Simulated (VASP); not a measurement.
Input of a VASP 6.6.1 run:

The input INCAR:

```
SYSTEM = C
PREC = Accurate
ENCUT = 520
EDIFF = 1E-7
ISMEAR = 0
SIGMA = 0.1
LREAL = .False.
LASPH = .True.
NELM = 100
ALGO = Normal
ISIF = 2
LWAVE = .False.
LCHARG = .False.
LDIPOL = .True.
IDIPOL = 3
DIPOL = 0.5 0.5 0.343
GGA = PE
IVDW = 12
NBANDS = 16
```

File KPOINTS:

```
regular mesh
0
Gamma
  15 15 1
  0 0 0
```

File POSCAR:

```
C
1.0
    2.4656524409      0.0000000000      0.0000000000
   -1.2328262205      2.1353176508      0.0000000000
    0.0000000000      0.0000000000     17.5000663883
C
4
Direct
    0.6666666667      0.3333333333      0.2571437784
    0.3333333333      0.6666666667      0.2571418816
    0.6666666667      0.3333333333      0.4291450227
    0.3333333333      0.6666666667      0.4291431259
```

Potentials or basis: VASP PAW PBE potentials, release 64 (C).

Launch:

```sh
$ cat potpaw_PBE.64/C/POTCAR > POTCAR
$ mpirun -np 1 vasp_std > vasp.out
```

(1) Estimate the dispersion energy per atom.

(2) What does it give for the band gap on the k mesh?

(3) Estimate the largest force.

Answers

(1) -0.129 eV.

(2) 0.88 eV, direct.

(3) 0.265 eV/Å.
